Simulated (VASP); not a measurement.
The system is AlN.

```xyz
4
Lattice="3.3121 0.0000 0.0000 -1.6561 2.8684 0.0000 0.0000 0.0000 4.1876" Properties=species:S:1:pos:R:3 pbc="T T T"
Al    0.0000    1.9123    3.1407
Al    1.6561    0.9561    1.0469
N     0.0000    1.9123    1.0469
N     1.6561    0.9561    3.1407
```

Program: VASP 6.6.1. Alike in all runs: task single point; no spin polarisation; cell as given; k mesh 12 × 12 × 6; cutoff (eV) 520; smearing gaussian 0.01 eV.

Problem. Order these runs on this cell by their pressure, lowest first.
A. level BLYP; potentials or basis VASP PAW PBE potentials, release 64 (Al, N)
B. level LDA; potentials or basis VASP PAW LDA potentials, release 64 (Al, N)
C. level PBEsol; potentials or basis VASP PAW PBE potentials, release 64 (Al, N)

Solution. B (-8.2 GPa), C (-3.5 GPa), A (3.8 GPa).

Caveats: the cell stands under tension (at least some runs); the PAW data sets were made with another functional, which shifts forces and pressure a little (at least some runs); the cell stands under pressure (at least some runs).
